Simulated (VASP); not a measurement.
Here is a VASP 6.6.1 calculation.

INCAR

```
SYSTEM = GaAs
ALGO = Normal ; EDIFF = 1E-6
ENCUT = 500 ; GGA = PS
GGA_COMPAT = .FALSE. ; ISIF = 2
ISMEAR = 0 ; LASPH = .TRUE.
LCHARG = .FALSE. ; LREAL = .FALSE.
LWAVE = .FALSE. ; NBANDS = 16
NELM = 120 ; PREC = Accurate
SIGMA = 0.02
```

File KPOINTS:

```
k-points
0
G
  10 10 10
  0 0 0
```

POSCAR

```
GaAs
1.0
    0.0000000000      2.7191670983      2.9265175732
    2.7191670983      0.0000000000      2.9265175732
    2.7191670983      2.7191670983      0.0000000000
Ga As
1 1
Direct
    0.0000000000      0.0000000000      0.0000000000
    0.2500000000      0.2500000000      0.2500000000
```

Potentials or basis: VASP PAW PBE potentials, release 64 (Ga_d, As).

Command:

```console
$ cat potpaw_PBE.64/Ga_d/POTCAR potpaw_PBE.64/As/POTCAR > POTCAR
$ mpirun -np 1 vasp_std > vasp.out
```

Question: Predict the pressure.

Answer: 3.6 GPa.

Question: Predict the band gap on the k mesh.

Answer: 0.57 eV.

Stress tensor (GPa, compression positive):
```
5.35 0.00 0.00
0.00 5.35 0.00
0.00 0.00 0.19
```

Caveat: the cell differs from its parent crystal (strained cell); the stress differs along the axes, from 0 to 5 GPa; semilocal functionals underestimate gaps, and a narrow one can read as zero; the PAW data sets were made with another functional, which shifts forces and pressure a little. A k mesh can miss the band edges.
